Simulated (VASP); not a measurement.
# CaSe (Fm-3m) in VASP: further runs

Runs on CaSe. Level: PBEsol. Tasks: single point, relaxation of cell and atoms.

All numbers are computed with VASP 6.6.1; they aren't measurements. Logs are shortened: lines on timing, memory, paths and dates and some standing lists are left out, and cuts for length are marked.

## Step 1: The cell of the first run

The structure is cubic, space group Fm-3m (No. 225). Conventional cell: a = 5.833 Å, b = 5.833 Å, c = 5.833 Å, α = 90.00°, β = 90.00°, γ = 90.00°. Within 3.8 Å of Ca (site symmetry m-3m) lie 6 Se at 2.92 Å. Se (site symmetry m-3m) has 6 Ca at 2.92 Å within 3.8 Å.

## Step 2: Single point, PBEsol

Contents of INCAR:

```
PREC = Accurate
ENCUT = 520
EDIFF = 1E-6
ISMEAR = 0
SIGMA = 0.01
LREAL = F
LASPH = T
NELM = 100
ALGO = Normal
ISIF = 2
LWAVE = F
LCHARG = F
GGA = PS
NBANDS = 15
```

Contents of KPOINTS:

```
Automatic mesh
0
Gamma
  8 8 8
```

Contents of POSCAR:

```
CaSe
1.0
    0.0000000000      2.9164148269      2.9164148269
    2.9164148269      0.0000000000      2.9164148269
    2.9164148269      2.9164148269      0.0000000000
Ca Se
1 1
Direct
    0.0000000000      0.0000000000      0.0000000000
    0.5000000000      0.5000000000      0.5000000000
```

Potentials or basis: VASP PAW PBE potentials, release 64 (Ca_sv, Se).

Launch:

```sh
$ cat potpaw_PBE.64/Ca_sv/POTCAR potpaw_PBE.64/Se/POTCAR > POTCAR
$ mpirun -np 1 vasp_std > vasp.out
```

OUTCAR:

```text
PREC = Accurate
   ENCUT = 520
   EDIFF = 1E-6
   ISMEAR = 0
   LREAL = F
   LASPH = T
   NELM = 100
   ISIF = 2
   GGA = PS

 ion  position               nearest neighbor table
   1  0.000  0.000  0.000-   2 2.92   2 2.92   2 2.92   2 2.92   2 2.92   2 2.92
   2  0.500  0.500  0.500-   1 2.92   1 2.92   1 2.92   1 2.92   1 2.92   1 2.92

  LATTYP: Found a face centered cubic cell.
 ALAT       =     5.8328296538

  Lattice vectors:

 A1 = (   0.0000000000,   2.9164148269,   2.9164148269)
 A2 = (   2.9164148269,   0.0000000000,   2.9164148269)
 A3 = (   2.9164148269,   2.9164148269,   0.0000000000)

Analysis of symmetry for initial positions (statically):
=====================================================================
 Subroutine PRICEL returns:
 Original cell was already a primitive cell.

 Routine SETGRP: Setting up the symmetry group for a
 face centered cubic supercell.

 Subroutine GETGRP returns: Found 48 space group operations
 (whereof 48 operations were pure point group operations)
 out of a pool of 48 trial point group operations.

The static configuration has the point symmetry O_h .

Analysis of symmetry for dynamics (positions and initial velocities):
=====================================================================
 Subroutine PRICEL returns:
 Original cell was already a primitive cell.

 Routine SETGRP: Setting up the symmetry group for a
 face centered cubic supercell.

 Subroutine GETGRP returns: Found 48 space group operations
 (whereof 48 operations were pure point group operations)
 out of a pool of 48 trial point group operations.

The dynamic configuration has the point symmetry O_h .

 Subroutine INISYM returns: Found 48 space group operations
 (whereof 48 operations are pure point group operations),
 and found     1 'primitive' translations

----------------------------------------------------------------------------------------

                                     Primitive cell

  volume of cell :      49.6110

  direct lattice vectors                    reciprocal lattice vectors
     0.000000000  2.916414827  2.916414827    -0.171443375  0.171443375  0.171443375
     2.916414827  0.000000000  2.916414827     0.171443375 -0.171443375  0.171443375
     2.916414827  2.916414827  0.000000000     0.171443375  0.171443375 -0.171443375

  length of vectors
     4.124433402  4.124433402  4.124433402     0.296948636  0.296948636  0.296948636

  position of ions in fractional coordinates (direct lattice)
     0.000000000  0.000000000  0.000000000
     0.500000000  0.500000000  0.500000000

  ion indices of the primitive-cell ions
   primitive index   ion index
                 1           1
                 2           2

----------------------------------------------------------------------------------------

 KPOINTS: Automatic mesh

Automatic generation of k-mesh.
 Grid dimensions read from file:
 generate k-points for:    8    8    8

 Generating k-lattice:

  Cartesian coordinates                     Fractional coordinates (reciprocal lattice)
    -0.021430422  0.021430422  0.021430422     0.125000000  0.000000000  0.000000000
     0.021430422 -0.021430422  0.021430422     0.000000000  0.125000000  0.000000000
     0.021430422  0.021430422 -0.021430422     0.000000000  0.000000000  0.125000000

  Length of vectors
     0.037118579  0.037118579  0.037118579

  Shift w.r.t. Gamma in fractional coordinates (k-lattice)
     0.000000000  0.000000000  0.000000000

 Subroutine IBZKPT returns following result:
 ===========================================

 Found     29 irreducible k-points:

 Following reciprocal coordinates:
            Coordinates               Weight
  0.000000  0.000000  0.000000      1.000000
  0.125000  0.000000  0.000000      8.000000
  0.250000  0.000000  0.000000      8.000000
  0.375000  0.000000  0.000000      8.000000
  0.500000  0.000000  0.000000      4.000000
  0.125000  0.125000  0.000000      6.000000
[... 16 lines left out ...]
  0.500000  0.250000  0.125000     48.000000
 -0.375000  0.250000  0.125000     24.000000
 [... further k-points ...]
   k-points           NKPTS =     29   k-points in BZ     NKDIM =     29   number of bands    NBANDS=     15
   number of dos      NEDOS =    301   number of ions     NIONS =      2
   total plane-waves  NPLWV =  32768
   dimension x,y,z NGX =    32 NGY =   32 NGZ =   32
   dimension x,y,z NGXF=    64 NGYF=   64 NGZF=   64
   ions per type =               1   1
   NGX,Y,Z   is equivalent  to a cutoff of  12.90, 12.90, 12.90 a.u.
   NGXF,Y,Z  is equivalent  to a cutoff of  25.80, 25.80, 25.80 a.u.
 SYSTEM =  unknown system
   PREC   = accura    normal or accurate (medium, high low for compatibility)
   ISTART =      0    job   : 0-new  1-cont  2-samecut
   ICHARG =      2    charge: 1-file 2-atom 10-const
   ISPIN  =      1    spin polarized calculation?
   LNONCOLLINEAR =      F non collinear calculations
   LSORBIT =      F    spin-orbit coupling
   LASPH  =      T    aspherical Exc in radial PAW
   ENCUT  =  520.0 eV  38.22 Ry    6.18 a.u.   7.67  7.67  7.67*2*pi/ulx,y,z
   NELM   =    100;   NELMIN=  2; NELMDL= -5     # of ELM steps
   EDIFF  = 0.1E-05   stopping-criterion for ELM
   LREAL  =      F    real-space projection
   EDIFFG = 0.1E-04   stopping-criterion for IOM
   NSW    =      0    number of steps for IOM
   IBRION =     -1    ionic relax: 0-MD 1-quasi-New 2-CG
   NFREE  =      0    steps in history (QN), initial steepest desc. (CG)
   ISIF   =      2    stress and relaxation
   ISYM   =      2    0-nonsym 1-usesym 2-fastsym
   POTIM  = 0.5000    time-step for ionic-motion
   TEBEG  =    0.0;   TEEND  =   0.0 temperature during run
   PSTRESS=    0.0 pullay stress
   NELECT =      16.0000    total number of electrons
   NUPDOWN=      -1.0000    fix difference up-down
   EMIN   =  10.00;   EMAX   =-10.00  energy-range for DOS
   EFERMI =   0.00;   METHOD = LEGACY
   ISMEAR =     0;   SIGMA  =   0.01  broadening in eV -4-tet -1-fermi 0-gaus
   EFERMI_NEDOS =   21; number of points for ismear=-14 and -15
   IALGO  =     38    algorithm
   IMIX   =      4    mixing-type and parameters
     AMIX     =   0.40;   BMIX     =  1.00
     AMIX_MAG =   1.60;   BMIX_MAG =  1.00
  volume/ion in A,a.u.               =      24.81       167.40
  Fermi-wavevector in a.u.,A,eV,Ry     =   1.122679  2.121555 17.148888  1.260408
  Thomas-Fermi vector in A             =   2.259340
   LORBIT       =      0    0 simple, 1 ext, 2 COOP (PROOUT), +10 PAW based schemes
   GGA     = PS    functional components
   LHFCALC =     F    Hartree Fock is set to
   AEXX    =    0.0000 exact exchange contribution
   IVDW    =     0    specifies the selected vdW correction
   LEPSILON=     F    determine dielectric tensor
   LRPA    =     F    only Hartree local field effects (RPA)
 non-spin polarized calculation
 Gauss-broadening in eV      SIGMA  =   0.01
  energy-cutoff  :      520.00
  volume of cell :       49.61
 maximum number of plane-waves:      1363
   NGX = 15   NGY = 15   NGZ = 15

 number of electron      16.0000002 magnetization

 Free energy of the ion-electron system (eV)
  ---------------------------------------------------
  ext. energy  EPLUGINS =         0.00000000
  ---------------------------------------------------
  free energy    TOTEN  =       -10.06982811 eV

  energy without entropy =      -10.06982811  energy(sigma->0) =      -10.06982811

 E-fermi :   2.7110     XC(G=0):  -9.5075

 val. band max:        2.6412648874   @ k =   0.0000   0.0000   0.0000
 cond. band min:       4.4573372342   @ k =   0.5000   0.5000   0.0000
 fundamental gap:      1.8160723468
 Fermi energy:         2.7110401369

 k-point     1 :       0.0000    0.0000    0.0000
  band No.  band energies     occupation
      1     -36.7766      2.00000
      2     -17.8598      2.00000
      3     -17.8598      2.00000
      4     -17.8598      2.00000
      5      -9.3354      2.00000
      6       2.6413      2.00000
      7       2.6413      2.00000
      8       2.6413      2.00000
      9       6.0531      0.00000
     10       6.2655      0.00000
     11       6.2655      0.00000
     12       6.2655      0.00000
     13       6.9104      0.00000
     14       6.9104      0.00000
     15      12.2314      0.00000

 k-point     2 :       0.1250    0.0000    0.0000
  band No.  band energies     occupation
      1     -36.7753      2.00000
      2     -17.8818      2.00000
      3     -17.8612      2.00000
      4     -17.8612      2.00000
      5      -9.2302      2.00000
      6       1.8191      2.00000
      7       2.3737      2.00000
      8       2.3737      2.00000
      9       6.2021      0.00000
     10       6.4941      0.00000
     11       6.4941      0.00000
     12       7.0416      0.00000
     13       7.3527      0.00000
     14       7.3527      0.00000
     15      12.5084      0.00000

 k-point     3 :       0.2500    0.0000    0.0000
  band No.  band energies     occupation
      1     -36.7722      2.00000
      2     -17.9341      2.00000
      3     -17.8645      2.00000
      4     -17.8645      2.00000
      5      -8.9625      2.00000
      6       0.5040      2.00000
      7       1.8694      2.00000
      8       1.8694      2.00000
      9       6.2969      0.00000
     10       7.0502      0.00000
     11       7.0502      0.00000
     12       8.4248      0.00000
     13       8.4248      0.00000
     14       8.5219      0.00000
     15      12.2013      0.00000

 k-point     4 :       0.3750    0.0000    0.0000
  band No.  band energies     occupation
      1     -36.7690      2.00000
      2     -17.9851      2.00000
      3     -17.8678      2.00000
      4     -17.8678      2.00000
      5      -8.6706      2.00000
      6      -0.4913      2.00000
      7       1.4760      2.00000
      8       1.4760      2.00000
      9       6.6744      0.00000
     10       7.7853      0.00000
     11       7.7853      0.00000
     12       8.7298      0.00000
     13       9.6019      0.00000
     14       9.6019      0.00000
     15      11.8006      0.00000
[... 307 lines left out ...]
 k-point    22 :       0.3750    0.2500    0.1250
  band No.  band energies     occupation
      1     -36.7698      2.00000
      2     -17.9415      2.00000
      3     -17.8878      2.00000
      4     -17.8707      2.00000
      5      -8.8299      2.00000
      6       0.1696      2.00000
      7       1.6023      2.00000
      8       1.6567      2.00000
      9       5.9546      0.00000
     10       7.3757      0.00000
     11       7.8534      0.00000
     12       7.8773      0.00000
     13       8.6017      0.00000
     14      10.3815      0.00000
     15      11.4963      0.00000

 k-point    23 :       0.5000    0.2500    0.1250
  band No.  band energies     occupation
      1     -36.7673      2.00000
      2     -17.9669      2.00000
      3     -17.8986      2.00000
      4     -17.8766      2.00000
      5      -8.6450      2.00000
      6      -0.2275      2.00000
      7       1.0925      2.00000
      8       1.3978      2.00000
      9       6.4620      0.00000
     10       7.9189      0.00000
     11       8.2195      0.00000
     12       8.4075      0.00000
     13       8.8631      0.00000
     14      10.6016      0.00000
     15      10.8823      0.00000

 k-point    24 :      -0.3750    0.2500    0.1250
  band No.  band energies     occupation
      1     -36.7662      2.00000
      2     -17.9780      2.00000
      3     -17.9007      2.00000
      4     -17.8806      2.00000
      5      -8.5656      2.00000
      6      -0.3784      2.00000
      7       0.8881      2.00000
      8       1.3020      2.00000
      9       7.0925      0.00000
     10       7.3971      0.00000
     11       8.4620      0.00000
     12       8.7728      0.00000
     13       9.1324      0.00000
     14       9.9955      0.00000
     15      11.5214      0.00000

 [... further k-points ...]
[... 5 lines left out ...]
  --------------------------------------------------------------------------------------
  -------------------------------------------------------------------------------------
  Total        0.3722725      0.3722725      0.3722725     -0.0000000      0.0000000     -0.0000000
  in kB       12.0224697     12.0224697     12.0224697     -0.0000000      0.0000000     -0.0000000
  external PRESSURE =      12.0224697 kB  Pullay stress =       0.0000000 kB

 VOLUME and BASIS-vectors are now :
 -----------------------------------------------------------------------------
  energy-cutoff  :      520.00
  volume of cell :       49.61
      direct lattice vectors                 reciprocal lattice vectors
     0.000000000  2.916414827  2.916414827    -0.171443375  0.171443375  0.171443375
     2.916414827  0.000000000  2.916414827     0.171443375 -0.171443375  0.171443375
     2.916414827  2.916414827  0.000000000     0.171443375  0.171443375 -0.171443375

 POSITION                                       TOTAL-FORCE (eV/Angst)
 -----------------------------------------------------------------------------------
      0.00000      0.00000      0.00000         0.000000     -0.000000      0.000000
      2.91641      2.91641      2.91641         0.000000      0.000000     -0.000000
 -----------------------------------------------------------------------------------
    total drift:                                0.000000     -0.000000     -0.000000

  FREE ENERGIE OF THE ION-ELECTRON SYSTEM (eV)
  ---------------------------------------------------
  free  energy   TOTEN  =       -10.0698281087 eV

  energy  without entropy=      -10.0698281087  energy(sigma->0) =      -10.06982811
```

Wall time 18 s (1 thread of Intel Xeon 6975P-C, shared host); peak memory 0.18 GiB.

Results:

- Free energy: -10.0698 eV
- Pressure: 1.2 GPa
- Band gap on the k mesh: 1.82 eV, indirect (least direct gap 2.80 eV)

Caveat: the PAW data sets were made with another functional, which shifts forces and pressure a little.

## Step 3: Relaxation of cell and atoms, PBEsol, target pressure 1 GPa, at which the enthalpy is minimised

This run uses another cell than the first one, of 25.27 Å³/atom, 1.019 times its volume.

Contents of INCAR:

```
ALGO = Normal
EDIFF = 1E-6
EDIFFG = -0.002
ENCUT = 600
GGA = PS
IBRION = 2
ISIF = 3
ISMEAR = 0
LASPH = True
LCHARG = False
LREAL = False
LWAVE = False
NELM = 60
NSW = 100
PREC = Accurate
PSTRESS = 10.0
SIGMA = 0.01
```

Contents of KPOINTS:

```
k-points
0
Gamma
  8 8 8
```

Contents of POSCAR:

```
CaSe
1.0
    0.0000000000      2.9344500931      2.9344500931
    2.9344500931      0.0000000000      2.9344500931
    2.9344500931      2.9344500931      0.0000000000
Ca Se
1 1
Direct
    0.0000000000      0.0000000000      0.0000000000
    0.5000000000      0.5000000000      0.5000000000
```

Potentials or basis: VASP PAW PBE potentials, release 64 (Ca_sv, Se).

Launch:

```sh
$ cat potpaw_PBE.64/Ca_sv/POTCAR potpaw_PBE.64/Se/POTCAR > POTCAR
$ mpirun -np 1 vasp_std > vasp.out
```

Run time: 48 s. Hardware: 1 thread of Intel Xeon 6975P-C, shared host; peak memory 0.22 GiB.

It converged, with:

```yaml
Free_energy: -10.0717 eV
Relaxed_volume: 24.91 Å³/atom
Relaxed_cell: a = 4.130 Å, b = 4.130 Å, c = 4.130 Å, α = 60.00°, β = 60.00°, γ = 60.00°
Space_group_after_relaxing_to_0.05_Å: Fm-3m (No. 225)
Energy_change_on_relaxing_the_enthalpy_is_what_falls: +1.4 meV/atom
Ionic_steps: 3
Pressure_after_relaxing: 1.0 GPa
Band_gap_on_the_k_mesh: 1.83 eV, indirect (least direct gap 2.81 eV)
```

The path:
```tsv
step	energy change (eV)	largest force (eV/Å)	pressure (GPa)	volume (Å³)
1	0.0000	0.0000	0.21	50.54
2	0.0039	0.0000	1.20	49.64
3	0.0027	0.0000	1.01	49.81
```

Final structure:
```xyz
2
Lattice="0.0000 2.9203 2.9203 2.9203 0.0000 2.9203 2.9203 2.9203 0.0000" Properties=species:S:1:pos:R:3 pbc="T T T"
Ca    0.0000    0.0000    0.0000
Se    2.9203    2.9203    2.9203
```

Levels at points of the mesh, in eV from the valence-band top:
```tsv
k point	band 4	band 5	band 6	band 7	band 8	band 9	band 10	band 11	band 12
(0.00, 0.00, 0.00)	-20.51	-11.96	0.00	0.00	0.00	3.39	3.63	3.63	3.63
(0.50, 0.00, 0.00)	-20.52	-11.18	-3.49	-1.30	-1.30	4.44	5.55	5.58	5.58
(0.50, 0.50, 0.00)	-20.55	-11.33	-2.66	-0.98	-0.98	1.83	5.10	5.10	6.17
```

Caveat: the cell is relaxed towards a set pressure, so the enthalpy falls and the energy may rise; the PAW data sets were made with another functional, which shifts forces and pressure a little. A k mesh can miss the band edges.

## Step 4: Relaxation of cell and atoms, PBEsol, target pressure 2 GPa, at which the enthalpy is minimised

This run uses another cell than the first one, of 25.27 Å³/atom, 1.019 times its volume.

Contents of INCAR:

```
PREC = Accurate
ENCUT = 600
EDIFF = 1E-6
ISMEAR = 0
SIGMA = 0.01
LREAL = False
LASPH = True
NELM = 100
ALGO = Normal
ISIF = 3
LWAVE = False
LCHARG = False
GGA = PS
IBRION = 2
NSW = 100
EDIFFG = -0.002
PSTRESS = 20.0
```

Contents of KPOINTS:

```
Automatic mesh
0
Gamma
  8 8 8
```

POSCAR is that of step 3.

Launch:

```sh
$ cat potpaw_PBE.64/Ca_sv/POTCAR potpaw_PBE.64/Se/POTCAR > POTCAR
$ mpirun -np 1 vasp_std > vasp.out
```

Wall time 49 s (1 thread of Intel Xeon 6975P-C, shared host); peak memory 0.22 GiB.

Results (log left out):

* Free energy: -10.0638 eV
* Relaxed volume: 24.48 Å³/atom
* Relaxed cell: a = 4.106 Å, b = 4.106 Å, c = 4.106 Å, α = 60.00°, β = 60.00°, γ = 60.00°
* Space group after relaxing (to 0.05 Å): Fm-3m (No. 225)
* Energy change on relaxing (the enthalpy is what falls): +5.3 meV/atom
* Ionic steps: 3
* Pressure after relaxing: 2.0 GPa
* Band gap on the k mesh: 1.78 eV, indirect (least direct gap 2.78 eV)

The path:
```tsv
step	energy change (eV)	largest force (eV/Å)	pressure (GPa)	volume (Å³)
1	0.0000	0.0000	0.21	50.54
2	0.0172	0.0000	2.57	48.50
3	0.0107	0.0000	2.00	48.96
```

Final structure:
```
CELL_PARAMETERS angstrom
0.00000 2.90357 2.90357
2.90357 0.00000 2.90357
2.90357 2.90357 0.00000
ATOMIC_POSITIONS crystal
Ca 0.00000 0.00000 0.00000
Se 0.50000 0.50000 0.50000
```

Levels at points of the mesh, in eV from the valence-band top:
```csv
k point,band 4,band 5,band 6,band 7,band 8,band 9,band 10,band 11,band 12
"(0.00, 0.00, 0.00)",-20.47,-12.03,0.00,0.00,0.00,3.49,3.61,3.61,3.61
"(0.50, 0.00, 0.00)",-20.48,-11.20,-3.56,-1.34,-1.34,4.47,5.59,5.62,5.62
"(0.50, 0.50, 0.00)",-20.51,-11.37,-2.70,-1.00,-1.00,1.78,5.12,5.18,6.21
```

Caveat: the cell is relaxed towards a set pressure, so the enthalpy falls and the energy may rise; the PAW data sets were made with another functional, which shifts forces and pressure a little. Expect the measured gap to be larger: semilocal functionals such as PBEsol lack the derivative discontinuity.

(Continued in part 2 of 2.)
